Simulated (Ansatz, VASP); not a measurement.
## One calculation of TaAl2, two programs

```
Ta Al
1.0
     0.00000    3.13322    3.13322
     3.13322    0.00000    3.13322
     3.13322    3.13322    0.00000
Ta Al
1 2
Cartesian
  0.0000 0.0000 0.0000
  4.6998 4.6998 4.6998
  1.5666 1.5666 1.5666
```

Change from the starting cell: species swapped into the Mg2Ge type (Fm-3m, No. 225).

Alike in both runs: functional PBE; k mesh 6 × 6 × 6; occupations gaussian, width 0.1 eV; no spin polarisation.

Ansatz relaxed the structure, and its values are those at the end. VASP's run is a single point on that final structure, the one shown.

|  | VASP | Ansatz |
| --- | --- | --- |
| version | VASP 6.6.1 | Ansatz 0.2.0 |
| potentials or method | VASP PAW PBE potentials, release 64 (Ta_pv, Al), cutoff 520 eV | scalar-relativistic, plane waves, PAW |
| valence electrons in the cell | 17 | 19 |

|  | VASP | Ansatz | Ansatz less VASP |
| --- | --- | --- | --- |
| gap on the k mesh at the Fermi level (eV) | none | none | - |
| pressure (GPa) | -0.2 | -0.2 | +0.03 |

A gap of «none» marks a metal or a gap that the smearing closes. VASP's potentials hold 17 valence electrons a cell and Ansatz's 19, so a difference there can come from the potentials and not from the codes.

Neither program's run includes spin-orbit coupling.
